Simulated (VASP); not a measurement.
Here is a VASP 6.6.1 calculation.

Contents of INCAR:

```
SYSTEM = Ir4O
PREC     = Accurate       ! precision mode
ENCUT    = 520            ! plane-wave cutoff, eV
EDIFF    = 1E-6           ! SCF threshold, eV
ISMEAR   = 0              ! smearing method
SIGMA    = 0.1            ! smearing width, eV
LREAL    = .FALSE.        ! projectors in reciprocal space
LASPH    = .TRUE.         ! aspherical terms in the spheres
NELM     = 120            ! most SCF steps
ALGO     = Normal         ! electronic algorithm
ISIF     = 2              ! what is computed and relaxed
LWAVE    = .FALSE.        ! write WAVECAR
LCHARG   = .TRUE.         ! write CHGCAR
LDIPOL   = .TRUE.       
IDIPOL   = 3            
DIPOL    = 0.5 0.5 0.341
GGA      = PE             ! functional
LELF     = .TRUE.         ! ELF
LVHAR    = .TRUE.       
LVACPOTAV= .TRUE.       
NBANDS   = 45             ! bands
GGA_COMPAT= .FALSE.      
NELMDL   = -8
```

The input KPOINTS:

```
regular mesh
0
G
  10 7 1
  0 0 0
```

The input POSCAR:

```
Ir4O
1.0
    2.7367600872      0.0000000000      0.0000000000
    0.0000000000      3.8703632323      0.0000000000
    0.0000000000      0.0000000000     19.4599433740
Ir O
4 1
Direct
    0.5000000000      0.5000000000      0.2055504440
    0.0000000000      0.0000000000      0.2758682253
    0.5000000000      0.5000000000      0.3454282602
    0.0000000000      0.0000000000      0.4090424736
    0.0000000000      0.3750000000      0.4682099483
```

Potentials or basis: VASP PAW PBE potentials, release 64 (Ir_sv_GW, O).

Command:

```bash
$ cat potpaw_PBE.64/Ir_sv_GW/POTCAR potpaw_PBE.64/O/POTCAR > POTCAR
$ mpirun -np 1 vasp_std > vasp.out
```

Predict the largest force.

1.693 eV/Å.

Estimate the band gap on the k mesh.

zero (bands 37 and 38 overlap by 0.88 eV).

Forces on the atoms (eV/Å):
```
Ir   0.000  0.024  1.433
Ir   0.000 -0.704 -1.540
Ir   0.000  0.871 -1.183
Ir   0.000  0.679  1.223
O    0.000 -0.870  0.067
```

Caveat: spin-orbit coupling is left out, which moves the levels of the heavy elements.
